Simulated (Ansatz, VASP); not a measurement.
One calculation of WS2, two programs

The input POSCAR:

```
WS2
1.0
    3.0220406321      0.0000000000      0.0000000000
   -1.5110203161      2.6171639587      0.0000000000
    0.0000000000      0.0000000000     16.1032030033
W S
1 2
Direct
    0.3333333333      0.6666666667      0.0000000000
    0.6666666667      0.3333333333      0.9080224902
    0.6666666667      0.3333333333      0.0919775098
```

Contents of INCAR.step1:

```
SYSTEM = WS2
PREC = Accurate
ENCUT = 520
ISMEAR = 0
SIGMA = 0.05
LREAL = .FALSE.
LASPH = .TRUE.
NELM = 100
NBANDS = 20
GGA = PE
ALGO = Normal
EDIFF = 1E-4
LWAVE = .TRUE.
LCHARG = .FALSE.
```

Contents of INCAR.step2:

```
SYSTEM = WS2
PREC = Accurate
ENCUT = 520
EDIFF = 1E-6
ISMEAR = 0
SIGMA = 0.05
LREAL = .FALSE.
LASPH = .TRUE.
NELM = 100
ALGO = Normal
ISIF = 2
LWAVE = .FALSE.
LCHARG = .TRUE.
METAGGA = R2SCAN
LMIXTAU = .TRUE.
LELF = .TRUE.
LVHAR = .TRUE.
NBANDS = 20
ISTART = 1
```

File KPOINTS:

```
regular mesh
0
G
  12 12 2
  0 0 0
```

Input for Ansatz:

```yaml
crystal:
  lattice:
    - [3.0220406321, 0.0, 0.0]
    - [-1.5110203161, 2.6171639587, 0.0]
    - [0.0, 0.0, 16.1032030033]
  atoms:
    - { symbol: W, position: [0.3333333333, 0.6666666667, 0.0] }
    - { symbol: S, position: [0.6666666667, 0.3333333333, 0.9080224902] }
    - { symbol: S, position: [0.6666666667, 0.3333333333, 0.0919775098] }
basis:
  ecutwfc: 500
kpoints:
  mp_grid: { grid: [12, 12, 2] }
hamiltonian:
  xc: r2scan
scf:
  occupations: { method: gaussian, width: 0.05 }
output:
  forces: true
  stress: true
  eigenvalues: true
```

Change from the starting cell: strain -0.050 along x and y, -0.050 along z, atoms carried along.

Alike in both runs: task single point; functional r2SCAN; k mesh 12 × 12 × 2; occupations gaussian, width 0.05 eV; no spin polarisation.

```csv
,VASP,Ansatz
version,VASP 6.6.1,Ansatz 0.2.0
potentials or method,"VASP PAW PBE potentials, release 64 (W_sv, S), cutoff 520 eV","scalar-relativistic, plane waves, PAW"
valence electrons in the cell,26,26
```

|  | VASP | Ansatz | Ansatz less VASP |
| --- | --- | --- | --- |
| gap on the k mesh at the Fermi level (eV) | 2.32 | 2.32 | -0.003 |
| least direct gap on the mesh (eV) | 2.32 | 2.32 | -0.003 |
| rms of the force components (eV/Å) | 1.673 | 1.658 | -0.0153 |

VASP's potentials were made for PBE, not for r2SCAN. Atom by atom the forces differ by 0.015 eV/Å (rms over components).

Neither program's run includes spin-orbit coupling.
